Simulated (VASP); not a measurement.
A run of VASP 6.6.1 is set up as follows.

File INCAR:

```
PREC = Accurate ; ENCUT = 600
EDIFF = 1E-6 ; ISMEAR = 0
SIGMA = 0.02 ; LREAL = F
LASPH = T ; NELM = 60
ALGO = Normal ; ISIF = 4
LWAVE = F ; LCHARG = F
GGA = PE ; IVDW = 12
IBRION = 2 ; NSW = 50
EDIFFG = -0.01
```

The input KPOINTS:

```
Automatic mesh
0
Gamma
  12 12 4
```

The input POSCAR:

```
BN
1.0
    2.5405704891      0.0000000000      0.0000000000
   -1.2702852446      2.2001985837      0.0000000000
    0.0000000000      0.0000000000      7.0616308307
B N
2 2
Direct
    0.0000000000      0.0000000000      0.5000000000
    0.3333333333      0.6666666667      0.0000000000
    0.0000000000      0.0000000000      0.0000000000
    0.6666666667      0.3333333333      0.5000000000
```

Potentials or basis: VASP PAW PBE potentials, release 64 (B, N).

Run with:

```bash
$ cat potpaw_PBE.64/B/POTCAR potpaw_PBE.64/N/POTCAR > POTCAR
$ mpirun -np 1 vasp_std > vasp.out
```

Predict the dispersion energy per atom.

-0.127 eV.

Predict the band gap on the k mesh.

4.44 eV (least direct gap 4.57 eV).

The path:
```tsv
step	energy change (eV)	largest force (eV/Å)	pressure (GPa)	volume (Å³)
1	0.0000	0.0000	-9.07	39.47
2	-0.0330	0.0000	-1.97	39.47
3	-0.0330	0.0000	-1.71	39.47
```

A k mesh can miss the band edges.
